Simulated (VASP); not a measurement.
# AlN (P6_3/mmc) in VASP: further runs, part 2 of 2

VASP 6.6.1.

**3. Single point, LDA**

This run uses another cell than the first one, of 9.55 Å³/atom, 1.021 times its volume.

INCAR reads:

```
SYSTEM = AlN
PREC = Accurate ; ENCUT = 520
EDIFF = 1E-6 ; ISMEAR = 1
SIGMA = 0.05 ; LREAL = .False.
LASPH = .True. ; NELM = 80
ALGO = Normal ; ISIF = 2
LWAVE = .False. ; LCHARG = .True.
LELF = .True. ; LVHAR = .True.
NBANDS = 16
```

KPOINTS reads:

```
Automatic mesh
0
Gamma
  12 12 6
  0 0 0
```

POSCAR reads:

```
AlN
1.0
    3.2673521883      0.0000000000      0.0000000000
   -1.6336760942      2.8296094100      0.0000000000
    0.0000000000      0.0000000000      4.1309673730
Al N
2 2
Direct
    0.3333333333      0.6666666667      0.7500000000
    0.6666666667      0.3333333333      0.2500000000
    0.3333333333      0.6666666667      0.2500000000
    0.6666666667      0.3333333333      0.7500000000
```

Potentials or basis: VASP PAW LDA potentials, release 64 (Al, N).

Run with:

```sh
cat potpaw_LDA.64/Al/POTCAR potpaw_LDA.64/N/POTCAR > POTCAR
mpirun -np 1 vasp_std > vasp.out
```

OUTCAR:

```text
SYSTEM = AlN
   PREC = Accurate
   ENCUT = 520
   EDIFF = 1E-6
   ISMEAR = 1
   LREAL = .False.
   LASPH = .True.
   NELM = 80
   ISIF = 2

 ion  position               nearest neighbor table
   1  0.333  0.667  0.750-   4 1.89   4 1.89   4 1.89   3 2.07   3 2.07   2 2.80   2 2.80   2 2.80
                             2 2.80   2 2.80   2 2.80
   2  0.667  0.333  0.250-   3 1.89   3 1.89   3 1.89   4 2.07   4 2.07   1 2.80   1 2.80   1 2.80
                             1 2.80   1 2.80   1 2.80
   3  0.333  0.667  0.250-   2 1.89   2 1.89   2 1.89   1 2.07   1 2.07
   4  0.667  0.333  0.750-   1 1.89   1 1.89   1 1.89   2 2.07   2 2.07

  LATTYP: Found a hexagonal cell.
 ALAT       =     3.2673521883
 C/A-ratio  =     1.2643165276

  Lattice vectors:

 A1 = (   3.2673521883,   0.0000000000,   0.0000000000)
 A2 = (  -1.6336760942,   2.8296094100,   0.0000000000)
 A3 = (   0.0000000000,   0.0000000000,   4.1309673730)

Analysis of symmetry for initial positions (statically):
=====================================================================
 Subroutine PRICEL returns:
 Original cell was already a primitive cell.

 Routine SETGRP: Setting up the symmetry group for a
 hexagonal supercell.

 Subroutine GETGRP returns: Found 24 space group operations
 (whereof 12 operations were pure point group operations)
 out of a pool of 24 trial point group operations.

The static configuration has the point symmetry D_3d.
 The point group associated with its full space group is D_6h.

Analysis of symmetry for dynamics (positions and initial velocities):
=====================================================================
 Subroutine PRICEL returns:
 Original cell was already a primitive cell.

 Routine SETGRP: Setting up the symmetry group for a
 hexagonal supercell.

 Subroutine GETGRP returns: Found 24 space group operations
 (whereof 12 operations were pure point group operations)
 out of a pool of 24 trial point group operations.

The dynamic configuration has the point symmetry D_3d.
 The point group associated with its full space group is D_6h.

 Subroutine INISYM returns: Found 24 space group operations
 (whereof 12 operations are pure point group operations),
 and found     1 'primitive' translations

----------------------------------------------------------------------------------------

                                     Primitive cell

  volume of cell :      38.1922

  direct lattice vectors                    reciprocal lattice vectors
     3.267352188  0.000000000  0.000000000     0.306058222  0.176702833  0.000000000
    -1.633676094  2.829609410  0.000000000     0.000000000  0.353405667  0.000000000
     0.000000000  0.000000000  4.130967373     0.000000000  0.000000000  0.242074049

  length of vectors
     3.267352188  3.267351679  4.130967373     0.353405612  0.353405667  0.242074049

  position of ions in fractional coordinates (direct lattice)
     0.333333333  0.666666667  0.750000000
     0.666666667  0.333333333  0.250000000
     0.333333333  0.666666667  0.250000000
     0.666666667  0.333333333  0.750000000

  ion indices of the primitive-cell ions
   primitive index   ion index
                 1           1
                 2           2
                 3           3
                 4           4

----------------------------------------------------------------------------------------

 KPOINTS: Automatic mesh

Automatic generation of k-mesh.
 Grid dimensions read from file:
 generate k-points for:   12   12    6

 Generating k-lattice:

  Cartesian coordinates                     Fractional coordinates (reciprocal lattice)
     0.025504852  0.014725236  0.000000000     0.083333333  0.000000000  0.000000000
     0.000000000  0.029450472  0.000000000     0.000000000  0.083333333  0.000000000
     0.000000000  0.000000000  0.040345675     0.000000000  0.000000000  0.166666667

  Length of vectors
     0.029450468  0.029450472  0.040345675

  Shift w.r.t. Gamma in fractional coordinates (k-lattice)
     0.000000000  0.000000000  0.000000000

 Subroutine IBZKPT returns following result:
 ===========================================

 Found     76 irreducible k-points:

 Following reciprocal coordinates:
            Coordinates               Weight
  0.000000  0.000000  0.000000      1.000000
  0.083333  0.000000  0.000000      6.000000
  0.166667  0.000000  0.000000      6.000000
  0.250000  0.000000  0.000000      6.000000
  0.333333  0.000000  0.000000      6.000000
  0.416667  0.000000  0.000000      6.000000
[... 16 lines left out ...]
  0.250000  0.000000  0.166667     12.000000
  0.333333  0.000000  0.166667     12.000000
 [... further k-points ...]
   k-points           NKPTS =     76   k-points in BZ     NKDIM =     76   number of bands    NBANDS=     16
   number of dos      NEDOS =    301   number of ions     NIONS =      4
   total plane-waves  NPLWV =  18432
   dimension x,y,z NGX =    24 NGY =   24 NGZ =   32
   dimension x,y,z NGXF=    48 NGYF=   48 NGZF=   64
   ions per type =               2   2
   NGX,Y,Z   is equivalent  to a cutoff of  12.21, 12.21, 12.88 a.u.
   NGXF,Y,Z  is equivalent  to a cutoff of  24.42, 24.42, 25.76 a.u.
 SYSTEM =  AlN
   PREC   = accura    normal or accurate (medium, high low for compatibility)
   ISTART =      0    job   : 0-new  1-cont  2-samecut
   ICHARG =      2    charge: 1-file 2-atom 10-const
   ISPIN  =      1    spin polarized calculation?
   LNONCOLLINEAR =      F non collinear calculations
   LSORBIT =      F    spin-orbit coupling
   LASPH  =      T    aspherical Exc in radial PAW
   ENCUT  =  520.0 eV  38.22 Ry    6.18 a.u.   6.08  6.08  7.68*2*pi/ulx,y,z
   NELM   =     80;   NELMIN=  2; NELMDL= -5     # of ELM steps
   EDIFF  = 0.1E-05   stopping-criterion for ELM
   LREAL  =      F    real-space projection
   EDIFFG = 0.1E-04   stopping-criterion for IOM
   NSW    =      0    number of steps for IOM
   IBRION =     -1    ionic relax: 0-MD 1-quasi-New 2-CG
   NFREE  =      0    steps in history (QN), initial steepest desc. (CG)
   ISIF   =      2    stress and relaxation
   ISYM   =      2    0-nonsym 1-usesym 2-fastsym
   POTIM  = 0.5000    time-step for ionic-motion
   TEBEG  =    0.0;   TEEND  =   0.0 temperature during run
   PSTRESS=    0.0 pullay stress
   NELECT =      16.0000    total number of electrons
   NUPDOWN=      -1.0000    fix difference up-down
   EMIN   =  10.00;   EMAX   =-10.00  energy-range for DOS
   EFERMI =   0.00;   METHOD = LEGACY
   ISMEAR =     1;   SIGMA  =   0.05  broadening in eV -4-tet -1-fermi 0-gaus
   EFERMI_NEDOS =   21; number of points for ismear=-14 and -15
   IALGO  =     38    algorithm
   IMIX   =      4    mixing-type and parameters
     AMIX     =   0.40;   BMIX     =  1.00
     AMIX_MAG =   1.60;   BMIX_MAG =  1.00
  volume/ion in A,a.u.               =       9.55        64.43
  Fermi-wavevector in a.u.,A,eV,Ry     =   1.224964  2.314847 20.416052  1.500537
  Thomas-Fermi vector in A             =   2.360020
   LORBIT       =      0    0 simple, 1 ext, 2 COOP (PROOUT), +10 PAW based schemes
   GGA     = CA    functional components
   LHFCALC =     F    Hartree Fock is set to
   AEXX    =    0.0000 exact exchange contribution
   IVDW    =     0    specifies the selected vdW correction
   LEPSILON=     F    determine dielectric tensor
   LRPA    =     F    only Hartree local field effects (RPA)
 non-spin polarized calculation
 Methfessel and Paxton  Order N= 1 SIGMA  =   0.05
  energy-cutoff  :      520.00
  volume of cell :       38.19
 maximum number of plane-waves:      1059
   NGX = 13   NGY = 13   NGZ = 15

 number of electron      15.9999997 magnetization

 Free energy of the ion-electron system (eV)
  ---------------------------------------------------
  ext. energy  EPLUGINS =         0.00000000
  ---------------------------------------------------
  free energy    TOTEN  =       -32.48109511 eV

  energy without entropy =      -32.48109847  energy(sigma->0) =      -32.48109623

 E-fermi :   8.1962     XC(G=0): -11.6693

 val. band max:        8.1541077469   @ k =   0.0000   0.0000   0.0000
 cond. band min:      11.7440840358   @ k =   0.0000   0.0000   0.0000
 fundamental gap:      3.5899762889
 Fermi energy:         8.1962001856

 k-point     1 :       0.0000    0.0000    0.0000
  band No.  band energies     occupation
      1      -8.7978      2.00000
      2      -4.8631      2.00000
      3       0.9970      2.00000
      4       4.7617      2.00000
      5       4.7617      2.00000
      6       6.4680      2.00000
[... 433 lines left out ...]
      3       1.3360      2.00000
      4       3.1305      2.00000
      5       3.8921      2.00000
      6       3.9599      2.00000
[... 8 lines left out ...]
     15      19.9124      0.00000
     16      21.0325      0.00000

 [... further k-points ...]
[... 5 lines left out ...]
  --------------------------------------------------------------------------------------
  -------------------------------------------------------------------------------------
  Total        0.2796910      0.2796909     -0.2868634     -0.0000000      0.0000000      0.0000000
  in kB       11.7331578     11.7331530    -12.0340425     -0.0000000      0.0000000      0.0000000
  external PRESSURE =       3.8107561 kB  Pullay stress =       0.0000000 kB

 VOLUME and BASIS-vectors are now :
 -----------------------------------------------------------------------------
  energy-cutoff  :      520.00
  volume of cell :       38.19
      direct lattice vectors                 reciprocal lattice vectors
     3.267352188  0.000000000  0.000000000     0.306058222  0.176702833  0.000000000
    -1.633676094  2.829609410  0.000000000     0.000000000  0.353405667  0.000000000
     0.000000000  0.000000000  4.130967373     0.000000000  0.000000000  0.242074049

 POSITION                                       TOTAL-FORCE (eV/Angst)
 -----------------------------------------------------------------------------------
     -0.00000      1.88641      3.09823         0.000000     -0.000000      0.000000
      1.63368      0.94320      1.03274        -0.000000      0.000000      0.000000
     -0.00000      1.88641      1.03274         0.000000     -0.000000      0.000000
      1.63368      0.94320      3.09823        -0.000000      0.000000      0.000000
 -----------------------------------------------------------------------------------
    total drift:                               -0.000000      0.000000      0.000000

  FREE ENERGIE OF THE ION-ELECTRON SYSTEM (eV)
  ---------------------------------------------------
  free  energy   TOTEN  =       -32.4810951114 eV

  energy  without entropy=      -32.4810984692  energy(sigma->0) =      -32.48109623
```

It took 11 s on 1 thread of Intel Xeon 6975P-C (Granite Rapids), shared host; peak memory 0.15 GiB.

What came out:

```yaml
Free_energy: -32.4811 eV
Pressure: 0.4 GPa
Band_gap_on_the_k_mesh: 3.59 eV, direct
```

**4. Single point, LDA**

This run uses another cell than the first one, of 9.75 Å³/atom, 1.043 times its volume.

INCAR reads:

```
PREC = Accurate
ENCUT = 520
EDIFF = 1E-6
ISMEAR = 1
SIGMA = 0.05
LREAL = F
LASPH = T
NELM = 60
ALGO = Normal
ISIF = 2
LWAVE = F
LCHARG = T
GGA = CA
LELF = T
LVHAR = T
NBANDS = 16
```

KPOINTS reads:

```
regular mesh
0
Gamma
  12 12 6
```

POSCAR reads:

```
AlN
1.0
    3.2898863638      0.0000000000      0.0000000000
   -1.6449431819      2.8491245743      0.0000000000
    0.0000000000      0.0000000000      4.1594577035
Al N
2 2
Direct
    0.3333333333      0.6666666667      0.7500000000
    0.6666666667      0.3333333333      0.2500000000
    0.3333333333      0.6666666667      0.2500000000
    0.6666666667      0.3333333333      0.7500000000
```

Potentials or basis: VASP PAW LDA potentials, release 64 (Al, N).

Run with:

```sh
cat potpaw_LDA.64/Al/POTCAR potpaw_LDA.64/N/POTCAR > POTCAR
mpirun -np 1 vasp_std > vasp.out
```

OUTCAR:

```text
PREC = Accurate
   ENCUT = 520
   EDIFF = 1E-6
   ISMEAR = 1
   LREAL = F
   LASPH = T
   NELM = 60
   ISIF = 2
   GGA = CA

 ion  position               nearest neighbor table
   1  0.333  0.667  0.750-   4 1.90   4 1.90   4 1.90   3 2.08   3 2.08   2 2.82   2 2.82   2 2.82
                             2 2.82   2 2.82   2 2.82
   2  0.667  0.333  0.250-   3 1.90   3 1.90   3 1.90   4 2.08   4 2.08   1 2.82   1 2.82   1 2.82
                             1 2.82   1 2.82   1 2.82
   3  0.333  0.667  0.250-   2 1.90   2 1.90   2 1.90   1 2.08   1 2.08
   4  0.667  0.333  0.750-   1 1.90   1 1.90   1 1.90   2 2.08   2 2.08

  LATTYP: Found a hexagonal cell.
 ALAT       =     3.2898863638
 C/A-ratio  =     1.2643165275

  Lattice vectors:

 A1 = (   3.2898863638,   0.0000000000,   0.0000000000)
 A2 = (  -1.6449431819,   2.8491245743,   0.0000000000)
 A3 = (   0.0000000000,   0.0000000000,   4.1594577035)

Analysis of symmetry for initial positions (statically):
=====================================================================
 Subroutine PRICEL returns:
 Original cell was already a primitive cell.

 Routine SETGRP: Setting up the symmetry group for a
 hexagonal supercell.
[... 169 lines left out ...]
  free energy    TOTEN  =       -32.47223069 eV

  energy without entropy =      -32.47223405  energy(sigma->0) =      -32.47223181

 E-fermi :   7.9567     XC(G=0): -11.5773

 val. band max:        7.9146581865   @ k =   0.0000   0.0000   0.0000
 cond. band min:      11.3507613002   @ k =   0.0000   0.0000   0.0000
 fundamental gap:      3.4361031137
 Fermi energy:         7.9567495381

 k-point     1 :       0.0000    0.0000    0.0000
  band No.  band energies     occupation
      1      -8.8707      2.00000
      2      -5.0410      2.00000
      3       0.8880      2.00000
      4       4.5836      2.00000
      5       4.5836      2.00000
      6       6.2697      2.00000
[... 433 lines left out ...]
      3       1.2042      2.00000
      4       2.9646      2.00000
      5       3.7270      2.00000
      6       3.7808      2.00000
[... 8 lines left out ...]
     15      19.5295      0.00000
     16      20.5812      0.00000

 [... further k-points ...]
[... 5 lines left out ...]
  --------------------------------------------------------------------------------------
  -------------------------------------------------------------------------------------
  Total       -0.8965533     -0.8965529     -1.2338108      0.0000000      0.0000000     -0.0000000
  in kB      -36.8432247    -36.8432094    -50.7025849      0.0000000      0.0000000     -0.0000000
  external PRESSURE =     -41.4630063 kB  Pullay stress =       0.0000000 kB

 VOLUME and BASIS-vectors are now :
 -----------------------------------------------------------------------------
  energy-cutoff  :      520.00
  volume of cell :       38.99
      direct lattice vectors                 reciprocal lattice vectors
     3.289886364  0.000000000  0.000000000     0.303961867  0.175492502  0.000000000
    -1.644943182  2.849124574  0.000000000     0.000000000  0.350985004  0.000000000
     0.000000000  0.000000000  4.159457704     0.000000000  0.000000000  0.240415956

 POSITION                                       TOTAL-FORCE (eV/Angst)
 -----------------------------------------------------------------------------------
     -0.00000      1.89942      3.11959         0.000000     -0.000000      0.000000
      1.64494      0.94971      1.03986        -0.000000      0.000000      0.000000
     -0.00000      1.89942      1.03986         0.000000      0.000000      0.000000
      1.64494      0.94971      3.11959         0.000000     -0.000000      0.000000
 -----------------------------------------------------------------------------------
    total drift:                               -0.000000      0.000000     -0.000000

  FREE ENERGIE OF THE ION-ELECTRON SYSTEM (eV)
  ---------------------------------------------------
  free  energy   TOTEN  =       -32.4722306869 eV

  energy  without entropy=      -32.4722340462  energy(sigma->0) =      -32.47223181
```

Run time: 12 s. Hardware: 1 thread of Intel Xeon 6975P-C (Granite Rapids), shared host; peak memory 0.14 GiB.

Results:

| Quantity | Value |
| --- | --- |
| Free energy | -32.4722 eV |
| Pressure | -4.1 GPa |
| Band gap on the k mesh | 3.44 eV, direct |

A k mesh can miss the band edges.

**5. Summary**

```csv
cell,gap on the mesh (eV),pressure (GPa)
"a = 3.245, b = 3.245, c = 4.102 Å, angles 90.0, 90.0, 120.0°, 4 atoms",3.75,5.4
"a = 3.267, b = 3.267, c = 4.131 Å, angles 90.0, 90.0, 120.0°, 4 atoms",3.59,0.4
"a = 3.290, b = 3.290, c = 4.159 Å, angles 90.0, 90.0, 120.0°, 4 atoms",3.44,-4.1
```

Alike in all rows: task single point; level LDA; potentials or basis VASP PAW LDA potentials, release 64 (Al, N); no spin polarisation; k mesh 12 × 12 × 6; cutoff (eV) 520; smearing methfessel-paxton 0.05 eV.

Absolute energies hang on the potentials; compare differences alone.
